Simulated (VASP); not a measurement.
Set up this calculation in VASP 6.6.1, as the native input.

```yaml
Task: single point
Functional: r2SCAN
Potentials_or_basis: VASP PAW PBE potentials, release 64 (B, N)
Cutoff: 520 eV
k_mesh: 12 × 12 × 12
Occupations: gaussian, width 0.05 eV
Spin: no spin polarisation
Dipole_correction: no
Further_INCAR_settings: ALGO = Normal; EDIFF = 1e-06; NBANDS = 11
```

Crystal: BN.

```xyz
2
Lattice="0.0000 1.6680 1.6680 1.6680 0.0000 1.6680 1.6680 1.6680 0.0000" Properties=species:S:1:pos:R:3 pbc="T T T"
B     0.0000    0.0000    0.0000
N     2.5019    2.5019    2.5019
```

This cell differs from its parent crystal: strain -0.080 along x and y, -0.080 along z.

The input as run:

POSCAR

```
BN
1.0
    0.0000000000      1.6679609200      1.6679609200
    1.6679609200      0.0000000000      1.6679609200
    1.6679609200      1.6679609200      0.0000000000
B N
1 1
Direct
    0.0000000000      0.0000000000      0.0000000000
    0.7500000000      0.7500000000      0.7500000000
```

INCAR.step1

```
SYSTEM = BN
ALGO = Normal
EDIFF = 1E-4
ENCUT = 520
GGA = PE
ISMEAR = 0
LASPH = .TRUE.
LCHARG = .FALSE.
LREAL = .FALSE.
LWAVE = .TRUE.
NBANDS = 11
NELM = 80
PREC = Accurate
SIGMA = 0.05
```

INCAR.step2

```
SYSTEM = BN
ALGO = Normal
EDIFF = 1E-6
ENCUT = 520
ISIF = 2
ISMEAR = 0
ISTART = 1
LASPH = .TRUE.
LCHARG = .FALSE.
LMIXTAU = .TRUE.
LREAL = .FALSE.
LWAVE = .FALSE.
METAGGA = R2SCAN
NBANDS = 11
NELM = 80
PREC = Accurate
SIGMA = 0.05
```

KPOINTS

```
k-points
0
G
  12 12 12
  0 0 0
```

Potentials or basis: VASP PAW PBE potentials, release 64 (B, N).

The run is started by

```sh
$ cat potpaw_PBE.64/B/POTCAR potpaw_PBE.64/N/POTCAR > POTCAR
$ cp INCAR.step1 INCAR
$ mpirun -np 1 vasp_std > vasp.out
$ cp INCAR.step2 INCAR
$ mpirun -np 1 vasp_std > vasp.out
```

Results of the run:

* Pressure: 143.9 GPa
* Band gap on the k mesh: 5.23 eV, indirect (least direct gap 10.71 eV)

Caveat: the cell differs from its parent crystal (strain -0.080 along x and y, -0.080 along z); the PAW data sets were made with another functional, which shifts forces and pressure a little.

Wall time 54 s on 1 thread of AMD EPYC 7R13 (shared host), peak memory 0.09 GiB.
